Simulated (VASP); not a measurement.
# CdH2O2 (P3m1) in VASP: further runs, part 2 of 3

VASP 6.6.1. Earlier steps stand in the parts before.

## (3) Single point, PBEsol+D3(BJ)

This run uses another cell than the first one, of 12.25 Å³/atom, 1.038 times its volume.

File INCAR:

```
ALGO     = Normal         # electronic algorithm
EDIFF    = 1E-7           # SCF threshold, eV
ENCUT    = 520            # plane-wave cutoff, eV
GGA      = PS             # functional
ISIF     = 2              # what is computed and relaxed
ISMEAR   = 0              # smearing method
IVDW     = 12             # dispersion correction
LASPH    = True           # aspherical terms in the spheres
LCHARG   = True           # write CHGCAR
LELF     = True           # ELF
LREAL    = False          # projectors in reciprocal space
LVHAR    = True         
LWAVE    = False          # write WAVECAR
NBANDS   = 21             # bands
NELM     = 80             # most SCF steps
PREC     = Accurate       # precision mode
SIGMA    = 0.01           # smearing width, eV
```

File KPOINTS:

```
k-points
0
Gamma
  6 6 4
```

File POSCAR:

```
CdH2O2
1.0
    3.9396019557      0.0000000000      0.0000000000
   -1.9698009779      3.4117949661      0.0000000000
    0.0000000000      0.0000000000      4.5568051198
Cd H O
1 2 2
Direct
    0.3333333333      0.6666666667      0.9873000000
    0.0000000000      0.0000000000      0.0080770000
    0.6666666667      0.3333333333      0.4318850000
    0.0000000000      0.0000000000      0.7861940000
    0.6666666667      0.3333333333      0.2118940000
```

Potentials or basis: VASP PAW PBE potentials, release 64 (Cd, H, O).

On the command line:

```console
$ cat potpaw_PBE.64/Cd/POTCAR potpaw_PBE.64/H/POTCAR potpaw_PBE.64/O/POTCAR > POTCAR
$ mpirun -np 1 vasp_std > vasp.out
```

OUTCAR:

```text
EDIFF = 1E-7
   ENCUT = 520
   GGA = PS
   ISIF = 2
   ISMEAR = 0
   IVDW = 12
   LASPH = True
   LREAL = False
   NELM = 80
   PREC = Accurate
 IVDW          = 12

 ion  position               nearest neighbor table
   1  0.333  0.667  0.987-   2 2.28   2 2.28   2 2.28   4 2.45   4 2.45   4 2.45   5 2.49   5 2.49
                             5 2.49
   2  0.000  0.000  0.008-   4 1.01   1 2.28   1 2.28   1 2.28
   3  0.667  0.333  0.432-   5 1.00
   4  0.000  0.000  0.786-   2 1.01   1 2.45   1 2.45   1 2.45
   5  0.667  0.333  0.212-   3 1.00   1 2.49   1 2.49   1 2.49

  LATTYP: Found a hexagonal cell.
 ALAT       =     3.9396019557
 C/A-ratio  =     1.1566663767

  Lattice vectors:

 A1 = (   3.9396019557,   0.0000000000,   0.0000000000)
 A2 = (  -1.9698009779,   3.4117949661,   0.0000000000)
 A3 = (   0.0000000000,   0.0000000000,   4.5568051198)

Analysis of symmetry for initial positions (statically):
=====================================================================
 Subroutine PRICEL returns:
[... 176 lines left out ...]

 E-fermi :  -1.3726     XC(G=0):  -9.0931

 val. band max:       -1.4218563100   @ k =   0.5000   0.0000   0.0000
 cond. band min:      -0.4835696767   @ k =   0.0000   0.0000   0.0000
 fundamental gap:      0.9382866334
 Fermi energy:        -1.3725995940

 k-point     1 :       0.0000    0.0000    0.0000
  band No.  band energies     occupation
      1     -19.1980      2.00000
      2     -18.3037      2.00000
      3      -8.2080      2.00000
      4      -8.0849      2.00000
      5      -8.0849      2.00000
      6      -7.6404      2.00000
[... 565 lines left out ...]
     20      12.5888      0.00000
     21      13.4409      0.00000

------------------------ aborting loop because EDIFF is reached ----------------------------------------

 Edisp (eV)   -0.40191

 E8    (eV) :    -0.2243

  FORCE on cell =-STRESS in cart. coord.  units (eV):
  Direction    XX          YY          ZZ          XY          YZ          ZX
  --------------------------------------------------------------------------------------
  -------------------------------------------------------------------------------------
  Total      -3.88449    -3.88448    -3.66747     0.00000     0.00000     0.00000
  in kB    -101.61279  -101.61277   -95.93584     0.00000     0.00000     0.00000
  external pressure =      -99.72 kB  Pullay stress =        0.00 kB

 VOLUME and BASIS-vectors are now :
 -----------------------------------------------------------------------------
  energy-cutoff  :      520.00
  volume of cell :       61.25
      direct lattice vectors                 reciprocal lattice vectors
     3.939601956  0.000000000  0.000000000     0.253832750  0.146550424  0.000000000
    -1.969800978  3.411794966  0.000000000     0.000000000  0.293100849  0.000000000
     0.000000000  0.000000000  4.556805120     0.000000000  0.000000000  0.219452001

 POSITION                                       TOTAL-FORCE (eV/Angst)
 -----------------------------------------------------------------------------------
     -0.00000      2.27453      4.49893         0.000000     -0.000000     -0.014372
      0.00000      0.00000      0.03681        -0.000000     -0.000000     -0.711954
      1.96980      1.13726      1.96802        -0.000000     -0.000000     -0.936898
      0.00000      0.00000      3.58253        -0.000000      0.000000      1.388951
      1.96980      1.13726      0.96556         0.000000     -0.000000      0.274274
 -----------------------------------------------------------------------------------
    total drift:                                0.000000      0.000000      0.000030

  FREE ENERGIE OF THE ION-ELECTRON SYSTEM (eV)
  ---------------------------------------------------
  free  energy   TOTEN  =       -22.7413567981 eV

  energy  without entropy=      -22.7413567981  energy(sigma->0) =      -22.74135680
```

OSZICAR:

```text
N       E                     dE             d eps       ncg     rms          rms(c)
DAV:   1     0.157508258865E+03    0.15751E+03   -0.12975E+04  1008   0.114E+03
DAV:   2    -0.164436042652E+02   -0.17395E+03   -0.16647E+03  1154   0.295E+02
DAV:   3    -0.257136610614E+02   -0.92701E+01   -0.92280E+01  1181   0.711E+01
DAV:   4    -0.257665616524E+02   -0.52901E-01   -0.52894E-01  1053   0.580E+00
DAV:   5    -0.257668110136E+02   -0.24936E-03   -0.24936E-03  1148   0.368E-01    0.110E+01
DAV:   6    -0.224048511127E+02    0.33620E+01   -0.11704E+01  1322   0.451E+01    0.722E+00
DAV:   7    -0.224005498939E+02    0.43012E-02   -0.14504E+00  1023   0.926E+00    0.394E+00
DAV:   8    -0.223532397898E+02    0.47310E-01   -0.32975E-01  1093   0.425E+00    0.102E+00
DAV:   9    -0.223391778466E+02    0.14062E-01   -0.62294E-02  1163   0.161E+00    0.298E-01
DAV:  10    -0.223391254955E+02    0.52351E-04   -0.84207E-03  1053   0.844E-01    0.111E-01
DAV:  11    -0.223394504062E+02   -0.32491E-03   -0.85787E-04  1053   0.237E-01    0.823E-02
DAV:  12    -0.223394406630E+02    0.97431E-05   -0.48714E-04  1096   0.141E-01    0.306E-02
DAV:  13    -0.223394482300E+02   -0.75669E-05   -0.22109E-05  1058   0.401E-02    0.996E-03
DAV:  14    -0.223394483802E+02   -0.15024E-06   -0.52673E-06  1128   0.130E-02    0.291E-03
DAV:  15    -0.223394484802E+02   -0.10002E-06   -0.24847E-07   867   0.358E-03    0.658E-04
DAV:  16    -0.223394484925E+02   -0.12307E-07   -0.14231E-08   664   0.104E-03
   1 F= -.22741357E+02 E0= -.22741357E+02  d E =-.341371E-14
```

stdout:

```text
POSCAR found type information on POSCAR CdH O
 POSCAR found :  3 types and       5 ions
 scaLAPACK will be used
 -----------------------------------------------------------------------------
|                                                                             |
|                                                                             |
|     You enforced a specific xc type in the INCAR file but a different       |
|     I HOPE YOU KNOW WHAT YOU ARE DOING!                                     |
|                                                                             |
 -----------------------------------------------------------------------------

 LDA part: xc-table for (Slater+PW92), standard interpolation
 POSCAR, INCAR and KPOINTS ok, starting setup
 FFT: planning ... GRIDC
 FFT: planning ... GRID_SOFT
 FFT: planning ... GRID
 WAVECAR not read
 entering main loop
```

It took 25 s on 1 thread of Intel Xeon Platinum 8375C at 2.90GHz (Ice Lake), shared host; peak memory 0.2 GiB.

Results:

* Free energy: -22.7414 eV
* Pressure: -10.0 GPa
* Largest force: 1.389 eV/Å
* Band gap on the k mesh: 0.94 eV, indirect (least direct gap 1.46 eV)
* Dispersion energy per atom: -0.080 eV

Forces in eV/Å, atoms in the order of the input:
```
Cd   0.000  0.000 -0.014
H    0.000  0.000 -0.712
H    0.000  0.000 -0.937
O    0.000  0.000  1.389
O    0.000  0.000  0.274
```

Caveat: the PAW data sets were made with another functional, which shifts forces and pressure a little. PBEsol gaps usually lie below the measured ones, often by a third to a half.

## (4) Single point, PBEsol+D3(BJ)

This run uses another cell than the first one, of 12.70 Å³/atom, 1.077 times its volume.

File INCAR:

```
SYSTEM = CdH2O2
PREC     = Accurate       ! precision mode
ENCUT    = 520            ! plane-wave cutoff, eV
EDIFF    = 1E-6           ! SCF threshold, eV
ISMEAR   = 0              ! smearing method
SIGMA    = 0.01           ! smearing width, eV
LREAL    = .False.        ! projectors in reciprocal space
LASPH    = .True.         ! aspherical terms in the spheres
NELM     = 100            ! most SCF steps
ALGO     = Normal         ! electronic algorithm
ISIF     = 2              ! what is computed and relaxed
LWAVE    = .False.        ! write WAVECAR
LCHARG   = .False.        ! write CHGCAR
GGA      = PS             ! functional
IVDW     = 12             ! dispersion correction
NBANDS   = 21             ! bands
```

File KPOINTS:

```
regular mesh
0
Gamma
  6 6 4
  0 0 0
```

POSCAR: that of step 3 with these lines changed.

```diff
@@ -2,5 +2,5 @@
 1.0
-    3.9396019557      0.0000000000      0.0000000000
-   -1.9698009779      3.4117949661      0.0000000000
-    0.0000000000      0.0000000000      4.5568051198
+    3.9876506174      0.0000000000      0.0000000000
+   -1.9938253087      3.4534063228      0.0000000000
+    0.0000000000      0.0000000000      4.6123813913
 Cd H O
```

Potentials or basis: VASP PAW PBE potentials, release 64 (Cd, H, O).

On the command line:

```console
$ cat potpaw_PBE.64/Cd/POTCAR potpaw_PBE.64/H/POTCAR potpaw_PBE.64/O/POTCAR > POTCAR
$ mpirun -np 1 vasp_std > vasp.out
```

OUTCAR:

```text
SYSTEM = CdH2O2
   PREC = Accurate
   ENCUT = 520
   EDIFF = 1E-6
   ISMEAR = 0
   LREAL = .False.
   LASPH = .True.
   NELM = 100
   ISIF = 2
   GGA = PS
   IVDW = 12
 IVDW          = 12

 ion  position               nearest neighbor table
   1  0.333  0.667  0.987-   2 2.30   2 2.30   2 2.30   4 2.48   4 2.48   4 2.48   5 2.52   5 2.52
                             5 2.52
   2  0.000  0.000  0.008-   4 1.02   1 2.30   1 2.30   1 2.30
   3  0.667  0.333  0.432-   5 1.01
[... 784 lines left out ...]
  --------------------------------------------------------------------------------------
  -------------------------------------------------------------------------------------
  Total      -4.53098    -4.53098    -4.83168    -0.00000     0.00000     0.00000
  in kB    -114.29128  -114.29125  -121.87624    -0.00000     0.00000     0.00000
  external pressure =     -116.82 kB  Pullay stress =        0.00 kB

 VOLUME and BASIS-vectors are now :
 -----------------------------------------------------------------------------
  energy-cutoff  :      520.00
  volume of cell :       63.52
      direct lattice vectors                 reciprocal lattice vectors
     3.987650617  0.000000000  0.000000000     0.250774227  0.144784585  0.000000000
    -1.993825309  3.453406323  0.000000000     0.000000000  0.289569169  0.000000000
     0.000000000  0.000000000  4.612381391     0.000000000  0.000000000  0.216807743

 POSITION                                       TOTAL-FORCE (eV/Angst)
 -----------------------------------------------------------------------------------
     -0.00000      2.30227      4.55380        -0.000000      0.000000     -0.001847
      0.00000      0.00000      0.03725        -0.000000      0.000000     -1.132168
      1.99383      1.15114      1.99202        -0.000000      0.000000     -1.402962
      0.00000      0.00000      3.62623        -0.000000      0.000000      1.912190
      1.99383      1.15114      0.97734         0.000000     -0.000000      0.624787
 -----------------------------------------------------------------------------------
    total drift:                               -0.000000      0.000000      0.000374

  FREE ENERGIE OF THE ION-ELECTRON SYSTEM (eV)
  ---------------------------------------------------
  free  energy   TOTEN  =       -22.5903555169 eV

  energy  without entropy=      -22.5903555169  energy(sigma->0) =      -22.59035552
```

OSZICAR:

```text
N       E                     dE             d eps       ncg     rms          rms(c)
DAV:   1     0.157483644971E+03    0.15748E+03   -0.13151E+04  1008   0.114E+03
DAV:   2    -0.161275712177E+02   -0.17361E+03   -0.16605E+03  1153   0.291E+02
DAV:   3    -0.255972355145E+02   -0.94697E+01   -0.94289E+01  1168   0.710E+01
DAV:   4    -0.256509360744E+02   -0.53701E-01   -0.53697E-01  1058   0.582E+00
DAV:   5    -0.256512047375E+02   -0.26866E-03   -0.26866E-03  1178   0.377E-01    0.109E+01
DAV:   6    -0.222950373072E+02    0.33562E+01   -0.12535E+01  1322   0.447E+01    0.703E+00
DAV:   7    -0.222660687161E+02    0.28969E-01   -0.14200E+00  1028   0.909E+00    0.377E+00
DAV:   8    -0.222156738102E+02    0.50395E-01   -0.33363E-01  1093   0.433E+00    0.982E-01
DAV:   9    -0.222030907875E+02    0.12583E-01   -0.57986E-02  1173   0.149E+00    0.308E-01
DAV:  10    -0.222029316214E+02    0.15917E-03   -0.81476E-03  1048   0.805E-01    0.104E-01
DAV:  11    -0.222032877192E+02   -0.35610E-03   -0.79644E-04  1053   0.215E-01    0.777E-02
DAV:  12    -0.222032816853E+02    0.60339E-05   -0.43527E-04  1111   0.127E-01    0.282E-02
DAV:  13    -0.222032905581E+02   -0.88728E-05   -0.20406E-05  1053   0.367E-02    0.101E-02
DAV:  14    -0.222032908727E+02   -0.31464E-06   -0.34266E-06   939   0.104E-02
   1 F= -.22590356E+02 E0= -.22590356E+02  d E =-.296351E-65
```

stdout:

```text
POSCAR found type information on POSCAR CdH O
 POSCAR found :  3 types and       5 ions
 scaLAPACK will be used
 -----------------------------------------------------------------------------
|                                                                             |
|                                                                             |
|     You enforced a specific xc type in the INCAR file but a different       |
|     I HOPE YOU KNOW WHAT YOU ARE DOING!                                     |
|                                                                             |
 -----------------------------------------------------------------------------

 LDA part: xc-table for (Slater+PW92), standard interpolation
 POSCAR, INCAR and KPOINTS ok, starting setup
 FFT: planning ... GRIDC
 FFT: planning ... GRID_SOFT
 FFT: planning ... GRID
 WAVECAR not read
 entering main loop
```

It took 20 s on 1 thread of Intel Xeon Platinum 8375C at 2.90GHz (Ice Lake), shared host; peak memory 0.2 GiB.

What came out:

```yaml
Free_energy: -22.5904 eV
Pressure: -11.7 GPa
Largest_force: 1.912 eV/Å
Band_gap_on_the_k_mesh: 0.86 eV, indirect (least direct gap 1.37 eV)
Dispersion_energy_per_atom: -0.077 eV
```

Forces in eV/Å, atoms in the order of the input:
```
Cd   0.000  0.000 -0.002
H    0.000  0.000 -1.132
H    0.000  0.000 -1.403
O    0.000  0.000  1.912
O    0.000  0.000  0.625
```

Stress tensor (GPa, compression positive):
```
-11.43   0.00   0.00
  0.00 -11.43   0.00
  0.00   0.00 -12.19
```

Caveat: the PAW data sets were made with another functional, which shifts forces and pressure a little.

[end of part 2 of 3]
